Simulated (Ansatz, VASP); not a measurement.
## One calculation of C, two programs

File INCAR:

```
PREC     = Accurate       # precision mode
ENCUT    = 520            # plane-wave cutoff, eV
EDIFF    = 1E-6           # SCF threshold, eV
ISMEAR   = 0              # smearing method
SIGMA    = 0.05           # smearing width, eV
LREAL    = False          # projectors in reciprocal space
LASPH    = True           # aspherical terms in the spheres
NELM     = 100            # most SCF steps
ALGO     = Normal         # electronic algorithm
ISIF     = 2              # what is computed and relaxed
LWAVE    = False          # write WAVECAR
LCHARG   = False          # write CHGCAR
GGA      = CA             # functional
NBANDS   = 11             # bands
```

KPOINTS

```
Automatic mesh
0
Gamma
  12 12 12
```

File POSCAR:

```
C
1.0
    0.0000000000      1.7231173816      1.7651614457
    1.7231173816      0.0000000000      1.7651614457
    1.7231173816      1.7231173816      0.0000000000
C
2
Direct
    0.5000000000      0.5000000000      0.5000000000
    0.7500000000      0.7500000000      0.7500000000
```

Input for Ansatz:

```yaml
crystal:
  lattice:
    - [0.0, 1.7231173816, 1.7651614457]
    - [1.7231173816, 0.0, 1.7651614457]
    - [1.7231173816, 1.7231173816, 0.0]
  atoms:
    - { symbol: C, position: [0.5, 0.5, 0.5] }
    - { symbol: C, position: [0.75, 0.75, 0.75] }
basis:
  ecutwfc: 520.0
kpoints:
  mp_grid: { grid: [12, 12, 12] }
hamiltonian:
  xc: lda
  pseudopotentials: { kind: paw, azcp: { folder: soft_1 } }
scf:
  occupations: { method: gaussian, width: 0.05 }
output:
  forces: true
  stress: true
  eigenvalues: true
```

Alike in both runs: task single point; functional LDA; k mesh 12 × 12 × 12; occupations gaussian, width 0.05 eV; no spin polarisation.

|  | VASP | Ansatz |
| --- | --- | --- |
| version | VASP 6.6.1 | Ansatz 0.2.0 |
| potentials or method | VASP PAW LDA potentials, release 64 (C), cutoff 520 eV | scalar-relativistic, plane waves, PAW |
| valence electrons in the cell | 8 | 8 |

```tsv
	VASP	Ansatz	Ansatz less VASP
gap on the k mesh at the Fermi level (eV)	4.00	4.01	+0.008
least direct gap on the mesh (eV)	5.54	5.54	-0.003
pressure (GPa)	27.2	25.2	-1.98
traceless stress, the component that is largest in VASP (GPa)	-16.54	-16.57	-0.032
```

Ansatz warns that its potentials were made for another functional, while VASP's fit it. LDA's correlation is that of Perdew and Zunger in VASP and of Perdew and Wang (1992) in Ansatz.
